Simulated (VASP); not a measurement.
# Ge (Fd-3m) in VASP: further runs

Runs on Ge. Level: LDA. Tasks: single point.

Program: VASP 6.6.1. These are calculated values, not measurements. Logs are shortened: lines on timing, memory, paths and dates and some standing lists are left out, and cuts for length are marked.

## (1) The cell of the first run

It takes space group Fd-3m (No. 227, cubic). Conventional cell: a = 5.353 Å, b = 5.353 Å, c = 5.353 Å, α = 90.00°, β = 90.00°, γ = 90.00°. Within 3.1 Å of Ge (site symmetry -43m) lie 4 Ge at 2.32 Å.

## (2) Single point, LDA

File INCAR:

```
PREC     = Accurate       # precision mode
ENCUT    = 520            # plane-wave cutoff, eV
EDIFF    = 1E-7           # SCF threshold, eV
ISMEAR   = -1             # smearing method
SIGMA    = 0.1            # smearing width, eV
LREAL    = F              # projectors in reciprocal space
LASPH    = T              # aspherical terms in the spheres
NELM     = 100            # most SCF steps
ALGO     = Normal         # electronic algorithm
ISIF     = 2              # what is computed and relaxed
LWAVE    = F              # write WAVECAR
LCHARG   = F              # write CHGCAR
NBANDS   = 21             # bands
```

File KPOINTS:

```
regular mesh
0
Gamma
  14 14 14
```

File POSCAR:

```
Ge
1.0
    0.0000000000      2.6764240984      2.6764240984
    2.6764240984      0.0000000000      2.6764240984
    2.6764240984      2.6764240984      0.0000000000
Ge
2
Direct
    0.5000000000      0.5000000000      0.5000000000
    0.7500000000      0.7500000000      0.7500000000
```

Potentials or basis: VASP PAW LDA potentials, release 64 (Ge_d).

Command:

```bash
$ cat potpaw_LDA.64/Ge_d/POTCAR > POTCAR
$ mpirun -np 1 vasp_std > vasp.out
```

OUTCAR:

```text
PREC = Accurate
   ENCUT = 520
   EDIFF = 1E-7
   ISMEAR = -1
   LREAL = F
   LASPH = T
   NELM = 100
   ISIF = 2

 ion  position               nearest neighbor table
   1  0.500  0.500  0.500-   2 2.32   2 2.32   2 2.32   2 2.32
   2  0.750  0.750  0.750-   1 2.32   1 2.32   1 2.32   1 2.32

  LATTYP: Found a face centered cubic cell.
 ALAT       =     5.3528481968

  Lattice vectors:

 A1 = (   0.0000000000,   2.6764240984,   2.6764240984)
 A2 = (   2.6764240984,   0.0000000000,   2.6764240984)
 A3 = (   2.6764240984,   2.6764240984,   0.0000000000)

Analysis of symmetry for initial positions (statically):
=====================================================================
 Subroutine PRICEL returns:
 Original cell was already a primitive cell.

 Routine SETGRP: Setting up the symmetry group for a
 face centered cubic supercell.

 Subroutine GETGRP returns: Found 48 space group operations
 (whereof 24 operations were pure point group operations)
 out of a pool of 48 trial point group operations.

The static configuration has the point symmetry T_d .
 The point group associated with its full space group is O_h .

Analysis of symmetry for dynamics (positions and initial velocities):
=====================================================================
 Subroutine PRICEL returns:
 Original cell was already a primitive cell.

 Routine SETGRP: Setting up the symmetry group for a
 face centered cubic supercell.

 Subroutine GETGRP returns: Found 48 space group operations
 (whereof 24 operations were pure point group operations)
 out of a pool of 48 trial point group operations.

The dynamic configuration has the point symmetry T_d .
 The point group associated with its full space group is O_h .

 Subroutine INISYM returns: Found 48 space group operations
 (whereof 24 operations are pure point group operations),
 and found     1 'primitive' translations

----------------------------------------------------------------------------------------

                                     Primitive cell

  volume of cell :      38.3438

  direct lattice vectors                    reciprocal lattice vectors
     0.000000000  2.676424098  2.676424098    -0.186816432  0.186816432  0.186816432
     2.676424098  0.000000000  2.676424098     0.186816432 -0.186816432  0.186816432
     2.676424098  2.676424098  0.000000000     0.186816432  0.186816432 -0.186816432

  length of vectors
     3.785035259  3.785035259  3.785035259     0.323575552  0.323575552  0.323575552

  position of ions in fractional coordinates (direct lattice)
     0.500000000  0.500000000  0.500000000
     0.750000000  0.750000000  0.750000000

  ion indices of the primitive-cell ions
   primitive index   ion index
                 1           1
                 2           2

----------------------------------------------------------------------------------------

 KPOINTS: regular mesh

Automatic generation of k-mesh.
 Grid dimensions read from file:
 generate k-points for:   14   14   14

 Generating k-lattice:

  Cartesian coordinates                     Fractional coordinates (reciprocal lattice)
    -0.013344031  0.013344031  0.013344031     0.071428571  0.000000000  0.000000000
     0.013344031 -0.013344031  0.013344031     0.000000000  0.071428571  0.000000000
     0.013344031  0.013344031 -0.013344031     0.000000000  0.000000000  0.071428571

  Length of vectors
     0.023112539  0.023112539  0.023112539

  Shift w.r.t. Gamma in fractional coordinates (k-lattice)
     0.000000000  0.000000000  0.000000000

 Subroutine IBZKPT returns following result:
 ===========================================

 Found    104 irreducible k-points:

 Following reciprocal coordinates:
            Coordinates               Weight
  0.000000  0.000000  0.000000      1.000000
  0.071429  0.000000  0.000000      8.000000
  0.142857  0.000000  0.000000      8.000000
  0.214286  0.000000  0.000000      8.000000
  0.285714  0.000000  0.000000      8.000000
  0.357143  0.000000  0.000000      8.000000
[... 16 lines left out ...]
  0.214286  0.142857  0.000000     24.000000
  0.285714  0.142857  0.000000     24.000000
 [... further k-points ...]
   k-points           NKPTS =    104   k-points in BZ     NKDIM =    104   number of bands    NBANDS=     21
   number of dos      NEDOS =    301   number of ions     NIONS =      2
   total plane-waves  NPLWV =  21952
   dimension x,y,z NGX =    28 NGY =   28 NGZ =   28
   dimension x,y,z NGXF=    56 NGYF=   56 NGZF=   56
   ions per type =               2
   NGX,Y,Z   is equivalent  to a cutoff of  12.30, 12.30, 12.30 a.u.
   NGXF,Y,Z  is equivalent  to a cutoff of  24.60, 24.60, 24.60 a.u.
 SYSTEM =  unknown system
   PREC   = accura    normal or accurate (medium, high low for compatibility)
   ISTART =      0    job   : 0-new  1-cont  2-samecut
   ICHARG =      2    charge: 1-file 2-atom 10-const
   ISPIN  =      1    spin polarized calculation?
   LNONCOLLINEAR =      F non collinear calculations
   LSORBIT =      F    spin-orbit coupling
   LASPH  =      T    aspherical Exc in radial PAW
   ENCUT  =  520.0 eV  38.22 Ry    6.18 a.u.   7.04  7.04  7.04*2*pi/ulx,y,z
   NELM   =    100;   NELMIN=  2; NELMDL= -5     # of ELM steps
   EDIFF  = 0.1E-06   stopping-criterion for ELM
   LREAL  =      F    real-space projection
   EDIFFG = 0.1E-05   stopping-criterion for IOM
   NSW    =      0    number of steps for IOM
   IBRION =     -1    ionic relax: 0-MD 1-quasi-New 2-CG
   NFREE  =      0    steps in history (QN), initial steepest desc. (CG)
   ISIF   =      2    stress and relaxation
   ISYM   =      2    0-nonsym 1-usesym 2-fastsym
   POTIM  = 0.5000    time-step for ionic-motion
   TEBEG  =    0.0;   TEEND  =   0.0 temperature during run
   PSTRESS=    0.0 pullay stress
   NELECT =      28.0000    total number of electrons
   NUPDOWN=      -1.0000    fix difference up-down
   EMIN   =  10.00;   EMAX   =-10.00  energy-range for DOS
   EFERMI =   0.00;   METHOD = LEGACY
   ISMEAR =    -1;   SIGMA  =   0.10  broadening in eV -4-tet -1-fermi 0-gaus
   EFERMI_NEDOS =   21; number of points for ismear=-14 and -15
   IALGO  =     38    algorithm
   IMIX   =      4    mixing-type and parameters
     AMIX     =   0.40;   BMIX     =  1.00
     AMIX_MAG =   1.60;   BMIX_MAG =  1.00
  volume/ion in A,a.u.               =      19.17       129.38
  Fermi-wavevector in a.u.,A,eV,Ry     =   1.474221  2.785874 29.569914  2.173327
  Thomas-Fermi vector in A             =   2.589019
   LORBIT       =      0    0 simple, 1 ext, 2 COOP (PROOUT), +10 PAW based schemes
   GGA     = CA    functional components
   LHFCALC =     F    Hartree Fock is set to
   AEXX    =    0.0000 exact exchange contribution
   IVDW    =     0    specifies the selected vdW correction
   LEPSILON=     F    determine dielectric tensor
   LRPA    =     F    only Hartree local field effects (RPA)
 non-spin polarized calculation
  energy-cutoff  :      520.00
  volume of cell :       38.34
 maximum number of plane-waves:      1056
   NGX = 15   NGY = 15   NGZ = 15

 number of electron      27.9999989 magnetization

 Free energy of the ion-electron system (eV)
  ---------------------------------------------------
  ext. energy  EPLUGINS =         0.00000000
  ---------------------------------------------------
  free energy    TOTEN  =       -10.13524309 eV

  energy without entropy =      -10.13334389  energy(sigma->0) =      -10.13429349

 E-fermi :   6.5849     XC(G=0): -11.0984

 val. band max:        6.4996286377   @ k =   0.0000   0.0000   0.0000
 cond. band min:       6.7295411378   @ k =   0.4286   0.4286   0.0000
 fundamental gap:      0.2299125002
 Fermi energy:         6.5848826211

 k-point     1 :       0.0000    0.0000    0.0000
  band No.  band energies     occupation
      1     -18.7625      2.00000
      2     -18.7625      2.00000
      3     -18.7625      2.00000
      4     -18.7111      2.00000
      5     -18.7111      2.00000
      6     -18.3912      2.00000
[... 13 lines left out ...]
     20      16.5154      0.00000
     21      16.5154      0.00000

 k-point     2 :       0.0714    0.0000    0.0000
  band No.  band energies     occupation
      1     -18.7679      2.00000
      2     -18.7679      2.00000
      3     -18.7613      2.00000
      4     -18.7038      2.00000
      5     -18.7038      2.00000
      6     -18.3969      2.00000
[... 13 lines left out ...]
     20      15.8802      0.00000
     21      15.8802      0.00000

 k-point     3 :       0.1429    0.0000    0.0000
  band No.  band energies     occupation
      1     -18.7780      2.00000
      2     -18.7780      2.00000
      3     -18.7579      2.00000
      4     -18.6886      2.00000
      5     -18.6886      2.00000
      6     -18.4081      2.00000
[... 13 lines left out ...]
     20      15.2180      0.00000
     21      15.2180      0.00000

 k-point     4 :       0.2143    0.0000    0.0000
  band No.  band energies     occupation
      1     -18.7870      2.00000
      2     -18.7870      2.00000
      3     -18.7530      2.00000
      4     -18.6729      2.00000
      5     -18.6729      2.00000
      6     -18.4189      2.00000
[... 13 lines left out ...]
     20      14.9939      0.00000
     21      14.9939      0.00000

 k-point     5 :       0.2857    0.0000    0.0000
  band No.  band energies     occupation
      1     -18.7932      2.00000
      2     -18.7932      2.00000
      3     -18.7475      2.00000
      4     -18.6603      2.00000
      5     -18.6603      2.00000
      6     -18.4268      2.00000
[... 13 lines left out ...]
     20      15.3548      0.00000
     21      15.3548      0.00000

 k-point     6 :       0.3571    0.0000    0.0000
  band No.  band energies     occupation
      1     -18.7966      2.00000
      2     -18.7966      2.00000
      3     -18.7424      2.00000
      4     -18.6523      2.00000
      5     -18.6523      2.00000
      6     -18.4311      2.00000
[... 13 lines left out ...]
     20      16.2560      0.00000
     21      16.2560      0.00000

 k-point     7 :       0.4286    0.0000    0.0000
  band No.  band energies     occupation
      1     -18.7980      2.00000
      2     -18.7980      2.00000
      3     -18.7389      2.00000
      4     -18.6484      2.00000
      5     -18.6484      2.00000
      6     -18.4326      2.00000
[... 13 lines left out ...]
     20      17.5154      0.00000
     21      17.5154      0.00000
[... 291 lines left out ...]
      1     -18.7883      2.00000
      2     -18.7775      2.00000
      3     -18.7570      2.00000
      4     -18.6854      2.00000
      5     -18.6723      2.00000
      6     -18.4265      2.00000
[... 13 lines left out ...]
     20      14.9125      0.00000
     21      15.5155      0.00000

 k-point    21 :      -0.0714    0.0714    0.0000
  band No.  band energies     occupation
      1     -18.7778      2.00000
      2     -18.7684      2.00000
      3     -18.7623      2.00000
      4     -18.6982      2.00000
      5     -18.6900      2.00000
      6     -18.4118      2.00000
[... 13 lines left out ...]
     20      15.0172      0.00000
     21      15.6483      0.00000

 k-point    22 :       0.1429    0.1429    0.0000
  band No.  band energies     occupation
      1     -18.7783      2.00000
      2     -18.7729      2.00000
      3     -18.7729      2.00000
      4     -18.6926      2.00000
      5     -18.6640      2.00000
      6     -18.4523      2.00000
[... 13 lines left out ...]
     20      14.8978      0.00000
     21      16.8938      0.00000

 k-point    23 :       0.2143    0.1429    0.0000
  band No.  band energies     occupation
      1     -18.7891      2.00000
      2     -18.7793      2.00000
      3     -18.7677      2.00000
      4     -18.6806      2.00000
      5     -18.6453      2.00000
      6     -18.4726      2.00000
[... 13 lines left out ...]
     20      15.7674      0.00000
     21      16.7417      0.00000

 k-point    24 :       0.2857    0.1429    0.0000
  band No.  band energies     occupation
      1     -18.8013      2.00000
      2     -18.7864      2.00000
      3     -18.7561      2.00000
      4     -18.6663      2.00000
      5     -18.6288      2.00000
      6     -18.4877      2.00000
[... 13 lines left out ...]
     20      16.3020      0.00000
     21      16.7932      0.00000

 [... further k-points ...]

------------------------ aborting loop because EDIFF is reached ----------------------------------------

  FORCE on cell =-STRESS in cart. coord.  units (eV):
  Direction    XX          YY          ZZ          XY          YZ          ZX
  --------------------------------------------------------------------------------------
  -------------------------------------------------------------------------------------
  Total        3.6522425      3.6522425      3.6522425      0.0000000      0.0000000     -0.0000000
  in kB      152.6073317    152.6073317    152.6073317      0.0000000      0.0000000     -0.0000000
  external PRESSURE =     152.6073317 kB  Pullay stress =       0.0000000 kB

 VOLUME and BASIS-vectors are now :
 -----------------------------------------------------------------------------
  energy-cutoff  :      520.00
  volume of cell :       38.34
      direct lattice vectors                 reciprocal lattice vectors
     0.000000000  2.676424098  2.676424098    -0.186816432  0.186816432  0.186816432
     2.676424098  0.000000000  2.676424098     0.186816432 -0.186816432  0.186816432
     2.676424098  2.676424098  0.000000000     0.186816432  0.186816432 -0.186816432

 POSITION                                       TOTAL-FORCE (eV/Angst)
 -----------------------------------------------------------------------------------
      2.67642      2.67642      2.67642        -0.000000     -0.000000     -0.000000
      4.01464      4.01464      4.01464         0.000000      0.000000      0.000000
 -----------------------------------------------------------------------------------
    total drift:                                0.000000      0.000000      0.000000

  FREE ENERGIE OF THE ION-ELECTRON SYSTEM (eV)
  ---------------------------------------------------
  free  energy   TOTEN  =       -10.1352430877 eV

  energy  without entropy=      -10.1333438927  energy(sigma->0) =      -10.13429349
```

Run time: 82 s. Hardware: 1 thread of Intel Xeon 8259CL, shared host; peak memory 0.18 GiB.

Results:

```
Free energy            : -10.1352 eV
Pressure               : 15.3 GPa
Band gap on the k mesh : 0.23 eV (least direct gap 1.46 eV)
```

Caveat: the cell stands under pressure; semilocal functionals underestimate gaps, and a narrow one can read as zero. A k mesh can miss the band edges.

## (3) Single point, LDA

This run uses another cell than the first one, of 19.94 Å³/atom.

File INCAR:

```
SYSTEM = Ge
PREC = Accurate
ENCUT = 520
EDIFF = 1E-7
ISMEAR = -1
SIGMA = 0.1
LREAL = .False.
LASPH = .True.
NELM = 100
ALGO = Normal
ISIF = 2
LWAVE = .False.
LCHARG = .True.
LELF = .True.
LVHAR = .True.
NBANDS = 21
```

File KPOINTS:

```
Automatic mesh
0
Gamma
  14 14 14
  0 0 0
```

File POSCAR:

```
Ge
1.0
    0.0000000000      2.7119104174      2.7119104174
    2.7119104174      0.0000000000      2.7119104174
    2.7119104174      2.7119104174      0.0000000000
Ge
2
Direct
    0.5000000000      0.5000000000      0.5000000000
    0.7500000000      0.7500000000      0.7500000000
```

Potentials or basis: VASP PAW LDA potentials, release 64 (Ge_d).

Command:

```bash
$ cat potpaw_LDA.64/Ge_d/POTCAR > POTCAR
$ mpirun -np 1 vasp_std > vasp.out
```

It took 2 min on 1 thread of Intel Xeon 8259CL, shared host; peak memory 0.19 GiB.

The run converged. Its results:

```
Free energy            : -10.2581 eV
Pressure               : 10.2 GPa
Band gap on the k mesh : 0.30 eV (least direct gap 1.06 eV)
```

Levels at points of the mesh, in eV from the valence-band top:
```
           k point  band 12  band 13  band 14  band 15  band 16  band 17
(0.00, 0.00, 0.00)     0.00     0.00     0.00     1.06     2.57     2.57
(0.50, 0.00, 0.00)    -8.30    -1.61    -1.61     0.49     3.77     3.77
(0.50, 0.50, 0.00)    -9.45    -3.55    -3.55     0.48     0.48    10.49
```

Caveat: the cell stands under pressure; semilocal functionals underestimate gaps, and a narrow one can read as zero. A k mesh can miss the band edges.

(Part 1 of 2 ends here.)
